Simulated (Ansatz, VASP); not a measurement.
Given: the input of a run of VASP 6.6.1 on FeO.

File INCAR:

```
PREC = Accurate
ENCUT = 520
EDIFF = 1E-7
ISMEAR = -1
SIGMA = 0.05
LREAL = False
LASPH = True
NELM = 150
ALGO = Normal
ISIF = 2
LWAVE = False
LCHARG = False
ISPIN = 2
MAGMOM = 3 0
LORBIT = 11
LMAXMIX = 4
GGA = PE
NBANDS = 18
```

Contents of KPOINTS:

```
regular mesh
0
Gamma
  12 12 12
```

The input POSCAR:

```
FeO
1.0
   -1.6021034130      1.6021034130      2.0833922500
    1.6021034130     -1.6021034130      2.0833922500
    1.6021034130      1.6021034130     -2.0833922500
Fe O
1 1
Direct
    0.0000000000      0.0000000000      0.0000000000
    0.5000000000      0.5000000000      0.0000000000
```

Potentials or basis: VASP PAW PBE potentials, release 64 (Fe, O).

The run is started by

```console
$ cat potpaw_PBE.64/Fe/POTCAR potpaw_PBE.64/O/POTCAR > POTCAR
$ mpirun -np 1 vasp_std > vasp.out
```

Translate it to Ansatz 0.2.0. Potentials there: Ansatz PAW.

As run (the cutoff follows the program's own potentials):

The input input.yaml:

```yaml
crystal:
  lattice:
    - [-1.602103413, 1.602103413, 2.08339225]
    - [1.602103413, -1.602103413, 2.08339225]
    - [1.602103413, 1.602103413, -2.08339225]
  atoms:
    - { symbol: Fe, position: [0.0, 0.0, 0.0], spin: 3.0 }
    - { symbol: O, position: [0.5, 0.5, 0.0] }
hamiltonian:
  xc: pbe
  pseudopotentials: { kind: paw }
magnetization:
  spin_polarized: true
kpoints:
  mp_grid: { grid: [12, 12, 12] }
scf:
  occupations: { method: fermi_dirac, width: 0.05 }
output:
  forces: true
  stress: true
  eigenvalues: true
```

Potentials or basis: Ansatz PAW.

Launch:

```console
$ ansatz run input.yaml --threads 2 --pin off --max-ram 5120MiB --backend cpu --events-out ev --progress --plain --runs-dir out
```

Both were run:

|  | VASP | Ansatz | Ansatz less VASP |
| --- | --- | --- | --- |
| gap on the k mesh at the Fermi level (eV) | none | none | - |
| pressure (GPa) | -8.7 | -8.7 | -0.04 |
| traceless stress, the component that is largest in VASP (GPa) | 3.40 | 3.10 | -0.301 |
| net moment per atom (μB) | 2.00 | 2.00 | 0.000 |
| size of the moment on the site where the two differ most (μB) | 3.62 | 3.40 | -0.219 |

Site moments also hang on the region over which each program counts them. A gap of «none» marks a metal or a gap that the smearing closes. VASP's potentials hold 14 valence electrons a cell and Ansatz's 22, so a difference there can come from the potentials and not from the codes.
